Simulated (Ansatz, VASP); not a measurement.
# Two plane-wave programs on Rh

The input POSCAR:

```
Rh
1.0
    0.0000000000      2.1327305958      1.5078405312
    2.1327305958      0.0000000000      1.5078405312
    2.1327305958      2.1327305958      0.0000000000
Rh
1
Direct
    0.0000000000      0.0000000000      0.0000000000
```

The input INCAR.step1:

```
SYSTEM = Rh
PREC = Accurate ; ENCUT = 520
ISMEAR = 0 ; SIGMA = 0.15
LREAL = .FALSE. ; LASPH = .TRUE.
NELM = 60 ; NBANDS = 14
GGA = PE ; ALGO = Normal
EDIFF = 1E-4 ; LWAVE = .TRUE.
LCHARG = .FALSE.
```

Contents of INCAR.step2:

```
SYSTEM = Rh
PREC = Accurate ; ENCUT = 520
EDIFF = 1E-7 ; ISMEAR = 0
SIGMA = 0.15 ; LREAL = .FALSE.
LASPH = .TRUE. ; NELM = 60
ALGO = Normal ; ISIF = 2
LWAVE = .FALSE. ; LCHARG = .FALSE.
METAGGA = R2SCAN ; LMIXTAU = .TRUE.
NBANDS = 14 ; ISTART = 1
```

The input KPOINTS:

```
Automatic mesh
0
G
  30 30 30
  0 0 0
```

Input for Ansatz:

```yaml
crystal:
  lattice:
    - [0.0, 2.1327305958, 1.5078405312]
    - [2.1327305958, 0.0, 1.5078405312]
    - [2.1327305958, 2.1327305958, 0.0]
  atoms:
    - { symbol: Rh, position: [0.0, 0.0, 0.0] }
basis:
  ecutwfc: 500
kpoints:
  mp_grid: { grid: [30, 30, 30] }
hamiltonian:
  xc: r2scan
scf:
  occupations: { method: gaussian, width: 0.15 }
output:
  forces: true
  stress: true
  eigenvalues: true
```

Alike in both runs: task single point; functional r2SCAN; k mesh 30 × 30 × 30; occupations gaussian, width 0.15 eV; no spin polarisation.

|  | VASP | Ansatz |
| --- | --- | --- |
| version | VASP 6.6.1 | Ansatz 0.2.0 |
| potentials or method | VASP PAW PBE potentials, release 64 (Rh_pv), cutoff 520 eV | scalar-relativistic, plane waves, PAW |
| valence electrons in the cell | 15 | 17 |

|  | VASP | Ansatz | Ansatz less VASP |
| --- | --- | --- | --- |
| gap on the k mesh at the Fermi level (eV) | none | none | - |
| pressure (GPa) | 9.1 | 7.7 | -1.32 |

VASP's potentials were made for PBE, not for r2SCAN. A gap of «none» marks a metal or a gap that the smearing closes. VASP's potentials hold 15 valence electrons a cell and Ansatz's 17, so a difference there can come from the potentials and not from the codes.
